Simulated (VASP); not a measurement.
# KI (Pm-3m) in VASP: further runs

KI is run at these levels: r2SCAN; tasks: single point.

Everything below comes from runs of VASP 6.6.1. Logs are shortened: lines on timing, memory, paths and dates and some standing lists are left out, and cuts for length are marked.

**1. The cell of the first run**

It takes space group Pm-3m (No. 221, cubic). Conventional cell: a = 4.291 Å, b = 4.291 Å, c = 4.291 Å, α = 90.00°, β = 90.00°, γ = 90.00°. K (site symmetry m-3m) has 8 I at 3.72 Å and 6 K at 4.29 Å within 4.9 Å. I (site symmetry m-3m) has 8 K at 3.72 Å and 6 I at 4.29 Å within 4.9 Å.

**2. Single point, r2SCAN**

Contents of POSCAR:

```
KI
1.0
    4.2909401194      0.0000000000      0.0000000000
    0.0000000000      4.2909401194      0.0000000000
    0.0000000000      0.0000000000      4.2909401194
K I
1 1
Direct
    0.0000000000      0.0000000000      0.0000000000
    0.5000000000      0.5000000000      0.5000000000
```

Contents of INCAR.step1:

```
PREC = Accurate
ENCUT = 520
ISMEAR = 0
SIGMA = 0.01
LREAL = F
LASPH = T
NELM = 100
NBANDS = 15
GGA = PE
ALGO = Normal
EDIFF = 1E-4
LWAVE = T
LCHARG = F
```

Contents of INCAR.step2:

```
PREC = Accurate
ENCUT = 520
EDIFF = 1E-7
ISMEAR = 0
SIGMA = 0.01
LREAL = F
LASPH = T
NELM = 100
ALGO = Normal
ISIF = 2
LWAVE = F
LCHARG = F
METAGGA = R2SCAN
LMIXTAU = T
NBANDS = 15
ISTART = 1
```

Contents of KPOINTS:

```
regular mesh
0
Gamma
  6 6 6
```

Potentials or basis: VASP PAW PBE potentials, release 64 (K_sv, I).

Launch:

```console
$ cat potpaw_PBE.64/K_sv/POTCAR potpaw_PBE.64/I/POTCAR > POTCAR
$ cp INCAR.step1 INCAR
$ mpirun -np 1 vasp_std > vasp.out
$ cp INCAR.step2 INCAR
$ mpirun -np 1 vasp_std > vasp.out
```

OUTCAR:

```text
PREC = Accurate
   ENCUT = 520
   EDIFF = 1E-7
   ISMEAR = 0
   LREAL = F
   LASPH = T
   NELM = 100
   ISIF = 2
   METAGGA = R2SCAN
   ISTART = 1

 ion  position               nearest neighbor table
   1  0.000  0.000  0.000-
   2  0.500  0.500  0.500-

  LATTYP: Found a simple cubic cell.
 ALAT       =     4.2909401194

  Lattice vectors:

 A1 = (   4.2909401194,   0.0000000000,   0.0000000000)
 A2 = (   0.0000000000,   4.2909401194,   0.0000000000)
 A3 = (   0.0000000000,   0.0000000000,   4.2909401194)

Analysis of symmetry for initial positions (statically):
=====================================================================
 Subroutine PRICEL returns:
 Original cell was already a primitive cell.

 Routine SETGRP: Setting up the symmetry group for a
 simple cubic supercell.

 Subroutine GETGRP returns: Found 48 space group operations
 (whereof 48 operations were pure point group operations)
 out of a pool of 48 trial point group operations.

The static configuration has the point symmetry O_h .

Analysis of symmetry for dynamics (positions and initial velocities):
=====================================================================
 Subroutine PRICEL returns:
 Original cell was already a primitive cell.

 Routine SETGRP: Setting up the symmetry group for a
 simple cubic supercell.

 Subroutine GETGRP returns: Found 48 space group operations
 (whereof 48 operations were pure point group operations)
 out of a pool of 48 trial point group operations.

The dynamic configuration has the point symmetry O_h .

 Subroutine INISYM returns: Found 48 space group operations
 (whereof 48 operations are pure point group operations),
 and found     1 'primitive' translations

----------------------------------------------------------------------------------------

                                     Primitive cell

  volume of cell :      79.0055

  direct lattice vectors                    reciprocal lattice vectors
     4.290940119  0.000000000  0.000000000     0.233049162  0.000000000  0.000000000
     0.000000000  4.290940119  0.000000000     0.000000000  0.233049162  0.000000000
     0.000000000  0.000000000  4.290940119     0.000000000  0.000000000  0.233049162

  length of vectors
     4.290940119  4.290940119  4.290940119     0.233049162  0.233049162  0.233049162

  position of ions in fractional coordinates (direct lattice)
     0.000000000  0.000000000  0.000000000
     0.500000000  0.500000000  0.500000000

  ion indices of the primitive-cell ions
   primitive index   ion index
                 1           1
                 2           2

----------------------------------------------------------------------------------------

 KPOINTS: regular mesh

Automatic generation of k-mesh.
 Grid dimensions read from file:
 generate k-points for:    6    6    6

 Generating k-lattice:

  Cartesian coordinates                     Fractional coordinates (reciprocal lattice)
     0.038841527  0.000000000  0.000000000     0.166666667  0.000000000  0.000000000
     0.000000000  0.038841527  0.000000000     0.000000000  0.166666667  0.000000000
     0.000000000  0.000000000  0.038841527     0.000000000  0.000000000  0.166666667

  Length of vectors
     0.038841527  0.038841527  0.038841527

  Shift w.r.t. Gamma in fractional coordinates (k-lattice)
     0.000000000  0.000000000  0.000000000

 Subroutine IBZKPT returns following result:
 ===========================================

 Found     20 irreducible k-points:

 Following reciprocal coordinates:
            Coordinates               Weight
  0.000000  0.000000  0.000000      1.000000
  0.166667  0.000000  0.000000      6.000000
  0.333333  0.000000  0.000000      6.000000
  0.500000  0.000000  0.000000      3.000000
  0.166667  0.166667  0.000000     12.000000
  0.333333  0.166667  0.000000     24.000000
[... 12 lines left out ...]
  0.500000  0.500000  0.333333      6.000000
  0.500000  0.500000  0.500000      1.000000
   k-points           NKPTS =     20   k-points in BZ     NKDIM =     20   number of bands    NBANDS=     15
   number of dos      NEDOS =    301   number of ions     NIONS =      2
   total plane-waves  NPLWV =  32768
   dimension x,y,z NGX =    32 NGY =   32 NGZ =   32
   dimension x,y,z NGXF=    64 NGYF=   64 NGZF=   64
   ions per type =               1   1
   NGX,Y,Z   is equivalent  to a cutoff of  12.40, 12.40, 12.40 a.u.
   NGXF,Y,Z  is equivalent  to a cutoff of  24.80, 24.80, 24.80 a.u.
 SYSTEM =  unknown system
   PREC   = accura    normal or accurate (medium, high low for compatibility)
   ISTART =      1    job   : 0-new  1-cont  2-samecut
   ICHARG =      0    charge: 1-file 2-atom 10-const
   ISPIN  =      1    spin polarized calculation?
   LNONCOLLINEAR =      F non collinear calculations
   LSORBIT =      F    spin-orbit coupling
   LASPH  =      T    aspherical Exc in radial PAW
   ENCUT  =  520.0 eV  38.22 Ry    6.18 a.u.   7.98  7.98  7.98*2*pi/ulx,y,z
   NELM   =    100;   NELMIN=  2; NELMDL=  0     # of ELM steps
   EDIFF  = 0.1E-06   stopping-criterion for ELM
   LREAL  =      F    real-space projection
   EDIFFG = 0.1E-05   stopping-criterion for IOM
   NSW    =      0    number of steps for IOM
   IBRION =     -1    ionic relax: 0-MD 1-quasi-New 2-CG
   NFREE  =      0    steps in history (QN), initial steepest desc. (CG)
   ISIF   =      2    stress and relaxation
   ISYM   =      2    0-nonsym 1-usesym 2-fastsym
   POTIM  = 0.5000    time-step for ionic-motion
   TEBEG  =    0.0;   TEEND  =   0.0 temperature during run
   PSTRESS=    0.0 pullay stress
   NELECT =      16.0000    total number of electrons
   NUPDOWN=      -1.0000    fix difference up-down
   EMIN   =  10.00;   EMAX   =-10.00  energy-range for DOS
   EFERMI =   0.00;   METHOD = LEGACY
   ISMEAR =     0;   SIGMA  =   0.01  broadening in eV -4-tet -1-fermi 0-gaus
   EFERMI_NEDOS =   21; number of points for ismear=-14 and -15
   IALGO  =     38    algorithm
   IMIX   =      4    mixing-type and parameters
     AMIX     =   0.40;   BMIX     =  1.00
     AMIX_MAG =   1.60;   BMIX_MAG =  1.00
  volume/ion in A,a.u.               =      39.50       266.58
  Fermi-wavevector in a.u.,A,eV,Ry     =   0.961381  1.816747 12.575241  0.924254
  Thomas-Fermi vector in A             =   2.090748
   LORBIT       =      0    0 simple, 1 ext, 2 COOP (PROOUT), +10 PAW based schemes
   METAGGA = R2SCAN    functional components
   LHFCALC =     F    Hartree Fock is set to
   AEXX    =    0.0000 exact exchange contribution
   IVDW    =     0    specifies the selected vdW correction
   LEPSILON=     F    determine dielectric tensor
   LRPA    =     F    only Hartree local field effects (RPA)
 non-spin polarized calculation
 Gauss-broadening in eV      SIGMA  =   0.01
  energy-cutoff  :      520.00
  volume of cell :       79.01
 maximum number of plane-waves:      2176
 NGX is ok and might be reduce to    32
   NGX = 15   NGY = 15   NGZ = 15

 number of electron      16.0000003 magnetization

 Free energy of the ion-electron system (eV)
  ---------------------------------------------------
  ext. energy  EPLUGINS =         0.00000000
  ---------------------------------------------------
  free energy    TOTEN  =       -33.86426621 eV

  energy without entropy =      -33.86426621  energy(sigma->0) =      -33.86426621

 E-fermi :   0.7059     XC(G=0):  -8.0480

 val. band max:        0.5780601911   @ k =   0.5000   0.5000   0.0000
 cond. band min:       4.6185457049   @ k =   0.0000   0.0000   0.0000
 fundamental gap:      4.0404855138
 Fermi energy:         0.7059172519

 k-point     1 :       0.0000    0.0000    0.0000
  band No.  band energies     occupation
      1     -30.0058      2.00000
      2     -12.6880      2.00000
      3     -12.6880      2.00000
      4     -12.6880      2.00000
      5     -10.9130      2.00000
      6       0.2091      2.00000
      7       0.2091      2.00000
      8       0.2091      2.00000
      9       4.6185      0.00000
     10       5.8336      0.00000
     11       5.8336      0.00000
     12       9.6786      0.00000
     13       9.6786      0.00000
     14       9.6786      0.00000
     15      11.7457      0.00000

 k-point     2 :       0.1667    0.0000    0.0000
  band No.  band energies     occupation
      1     -30.0047      2.00000
      2     -12.7312      2.00000
      3     -12.6852      2.00000
      4     -12.6852      2.00000
      5     -10.8334      2.00000
      6      -0.4194      2.00000
      7       0.2293      2.00000
      8       0.2293      2.00000
      9       5.1754      0.00000
     10       6.0388      0.00000
     11       6.5263      0.00000
     12       9.5809      0.00000
     13       9.5809      0.00000
     14       9.8000      0.00000
     15      10.7733      0.00000

 k-point     3 :       0.3333    0.0000    0.0000
  band No.  band energies     occupation
      1     -30.0025      2.00000
      2     -12.8113      2.00000
      3     -12.6795      2.00000
      4     -12.6795      2.00000
      5     -10.6749      2.00000
      6      -1.3475      2.00000
      7       0.2701      2.00000
      8       0.2701      2.00000
      9       6.1060      0.00000
     10       6.6349      0.00000
     11       7.9061      0.00000
     12       9.2269      0.00000
     13       9.5582      0.00000
     14       9.5582      0.00000
     15      10.0920      0.00000

 k-point     4 :       0.5000    0.0000    0.0000
  band No.  band energies     occupation
      1     -30.0014      2.00000
      2     -12.8487      2.00000
      3     -12.6767      2.00000
      4     -12.6767      2.00000
      5     -10.5952      2.00000
      6      -1.7283      2.00000
      7       0.2906      2.00000
      8       0.2906      2.00000
      9       6.7212      0.00000
     10       7.2985      0.00000
     11       8.2089      0.00000
     12       8.3466      0.00000
     13       9.9188      0.00000
     14       9.9188      0.00000
     15      10.0168      0.00000
[... 235 lines left out ...]
 k-point    18 :       0.5000    0.3333    0.3333
  band No.  band energies     occupation
      1     -29.9951      2.00000
      2     -12.7629      2.00000
      3     -12.7357      2.00000
      4     -12.7317      2.00000
      5     -10.4403      2.00000
      6      -1.1755      2.00000
      7      -0.8212      2.00000
      8      -0.7559      2.00000
      9       6.2645      0.00000
     10       6.7558      0.00000
     11       7.2237      0.00000
     12       9.3604      0.00000
     13       9.9019      0.00000
     14      10.0877      0.00000
     15      11.0894      0.00000

 k-point    19 :       0.5000    0.5000    0.3333
  band No.  band energies     occupation
      1     -29.9941      2.00000
      2     -12.7545      2.00000
      3     -12.7545      2.00000
      4     -12.7297      2.00000
      5     -10.4003      2.00000
      6      -1.1238      2.00000
      7      -1.1238      2.00000
      8      -0.7620      2.00000
      9       6.1448      0.00000
     10       6.9610      0.00000
     11       6.9610      0.00000
     12       9.4999      0.00000
     13      10.3059      0.00000
     14      10.3059      0.00000
     15      11.0046      0.00000

 k-point    20 :       0.5000    0.5000    0.5000
  band No.  band energies     occupation
      1     -29.9931      2.00000
      2     -12.7499      2.00000
      3     -12.7499      2.00000
      4     -12.7499      2.00000
      5     -10.3516      2.00000
      6      -1.1080      2.00000
      7      -1.1080      2.00000
      8      -1.1080      2.00000
      9       6.7143      0.00000
     10       6.7143      0.00000
     11       6.7143      0.00000
     12      10.2077      0.00000
     13      10.2077      0.00000
     14      10.2077      0.00000
     15      10.7841      0.00000

------------------------ aborting loop because EDIFF is reached ----------------------------------------

  FORCE on cell =-STRESS in cart. coord.  units (eV):
  Direction    XX          YY          ZZ          XY          YZ          ZX
  --------------------------------------------------------------------------------------
  -------------------------------------------------------------------------------------
  Total        0.0076696      0.0076696      0.0076696      0.0000000     -0.0000000      0.0000000
  in kB        0.1555335      0.1555335      0.1555335      0.0000000     -0.0000000      0.0000000
  external PRESSURE =       0.1555335 kB  Pullay stress =       0.0000000 kB

 VOLUME and BASIS-vectors are now :
 -----------------------------------------------------------------------------
  energy-cutoff  :      520.00
  volume of cell :       79.01
      direct lattice vectors                 reciprocal lattice vectors
     4.290940119  0.000000000  0.000000000     0.233049162  0.000000000  0.000000000
     0.000000000  4.290940119  0.000000000     0.000000000  0.233049162  0.000000000
     0.000000000  0.000000000  4.290940119     0.000000000  0.000000000  0.233049162

 POSITION                                       TOTAL-FORCE (eV/Angst)
 -----------------------------------------------------------------------------------
      0.00000      0.00000      0.00000         0.000000      0.000000      0.000000
      2.14547      2.14547      2.14547         0.000000      0.000000      0.000000
 -----------------------------------------------------------------------------------
    total drift:                                0.000000      0.000000     -0.000000

  FREE ENERGIE OF THE ION-ELECTRON SYSTEM (eV)
  ---------------------------------------------------
  free  energy   TOTEN  =       -33.8642662139 eV

  energy  without entropy=      -33.8642662139  energy(sigma->0) =      -33.86426621
```

Wall time 54 s (1 thread of Intel Xeon Platinum 8259CL at 2.50GHz (Skylake/Cascade Lake), shared host); peak memory 0.19 GiB.

Results:

```yaml
Free_energy: -33.8643 eV
Pressure: 0.0 GPa
Band_gap_on_the_k_mesh: 4.04 eV, indirect (least direct gap 4.41 eV)
```

Caveat: the PAW data sets were made with another functional, which shifts forces and pressure a little; spin-orbit coupling is left out, which moves the levels of the heavy elements. r2SCAN opens gaps a little over a GGA but as a rule still falls short of measured ones.

**3. Single point, r2SCAN (volume changed by +3%)**

Contents of POSCAR:

```
KI
1.0
    4.3334274382      0.0000000000      0.0000000000
    0.0000000000      4.3334274382      0.0000000000
    0.0000000000      0.0000000000      4.3334274382
K I
1 1
Direct
    0.0000000000      0.0000000000      0.0000000000
    0.5000000000      0.5000000000      0.5000000000
```

Contents of INCAR.step1:

```
SYSTEM = KI
PREC = Accurate
ENCUT = 520
ISMEAR = 0
SIGMA = 0.01
LREAL = .FALSE.
LASPH = .TRUE.
NELM = 60
NBANDS = 15
GGA = PE
ALGO = Normal
EDIFF = 1E-4
LWAVE = .TRUE.
LCHARG = .FALSE.
```

Contents of INCAR.step2:

```
SYSTEM = KI
PREC = Accurate
ENCUT = 520
EDIFF = 1E-6
ISMEAR = 0
SIGMA = 0.01
LREAL = .FALSE.
LASPH = .TRUE.
NELM = 60
ALGO = Normal
ISIF = 2
LWAVE = .FALSE.
LCHARG = .TRUE.
METAGGA = R2SCAN
LMIXTAU = .TRUE.
LELF = .TRUE.
LVHAR = .TRUE.
NBANDS = 15
ISTART = 1
```

Contents of KPOINTS:

```
regular mesh
0
G
  6 6 6
  0 0 0
```

Potentials or basis: VASP PAW PBE potentials, release 64 (K_sv, I).

Launch:

```console
$ cat potpaw_PBE.64/K_sv/POTCAR potpaw_PBE.64/I/POTCAR > POTCAR
$ cp INCAR.step1 INCAR
$ mpirun -np 1 vasp_std > vasp.out
$ cp INCAR.step2 INCAR
$ mpirun -np 1 vasp_std > vasp.out
```

Wall time 44 s (1 thread of Intel Xeon Platinum 8259CL at 2.50GHz (Skylake/Cascade Lake), shared host); peak memory 0.19 GiB.

Results (log left out):

```yaml
Free_energy: -33.8619 eV
Pressure: -0.4 GPa
Band_gap_on_the_k_mesh: 3.96 eV, indirect (least direct gap 4.31 eV)
```

Levels at points of the mesh, in eV from the valence-band top:
```tsv
k point	band 5	band 6	band 7	band 8	band 9	band 10	band 11	band 12
(0.00, 0.00, 0.00)	-11.41	-0.35	-0.35	-0.35	3.96	5.32	5.32	9.07
(0.50, 0.00, 0.00)	-11.13	-2.20	-0.27	-0.27	6.06	6.74	7.62	7.65
(0.50, 0.50, 0.00)	-11.07	-1.67	-1.67	0.00	4.47	6.35	7.43	7.43
(0.50, 0.50, 0.50)	-10.90	-1.60	-1.60	-1.60	6.12	6.12	6.12	9.52
```

Caveat: the PAW data sets were made with another functional, which shifts forces and pressure a little; spin-orbit coupling is left out, which moves the levels of the heavy elements. A k mesh can miss the band edges.

(Continued in part 2 of 2.)
